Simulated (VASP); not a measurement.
# SnO2: single point with LDA

Crystal: SnO2.

```xyz
12
Lattice="5.0680 0.0000 0.0000 0.0000 5.0680 0.0000 0.0000 0.0000 5.0680" Properties=species:S:1:pos:R:3 pbc="T T T"
Sn    0.0000    0.0000    0.0000
Sn    2.5340    0.0000    2.5340
Sn    2.5340    2.5340    0.0000
Sn    0.0000    2.5340    2.5340
O     3.3466    4.2554    0.8126
O     4.2554    0.8126    3.3466
O     0.8126    3.3466    4.2554
O     1.7214    1.7214    1.7214
O     3.3466    3.3466    3.3466
O     4.2554    1.7214    0.8126
O     0.8126    4.2554    1.7214
O     1.7214    0.8126    4.2554
```

```
Program                : VASP 6.6.1
Task                   : single point
Functional             : LDA
Potentials or basis    : VASP PAW LDA potentials, release 64 (Sn_d, O)
Cutoff                 : 520 eV
k mesh                 : 5 × 5 × 5
Occupations            : fermi-dirac, width 0.05 eV
Spin                   : no spin polarisation
Dipole correction      : no
Further INCAR settings : ALGO = Normal; EDIFF = 1e-07; NBANDS = 64
```

```json
{"Pressure": "1.1 GPa", "Band gap on the k mesh": "1.13 eV (least direct gap 1.22 eV)"}
```

Levels at points of the mesh, in eV from the valence-band top:
| k point | band 50 | band 51 | band 52 | band 53 | band 54 | band 55 |
| --- | --- | --- | --- | --- | --- | --- |
| (0.00, 0.00, 0.00) | -0.08 | -0.08 | -0.08 | 1.13 | 6.25 | 6.25 |

Wall time 46 s on 1 thread of Intel(R) Xeon(R) 6975P-C (Granite Rapids) (shared host), peak memory 0.23 GiB.

Caveat: spin-orbit coupling is left out, which moves the levels of the heavy elements; an odd mesh through Γ misses points on the zone boundary, where band edges can lie.
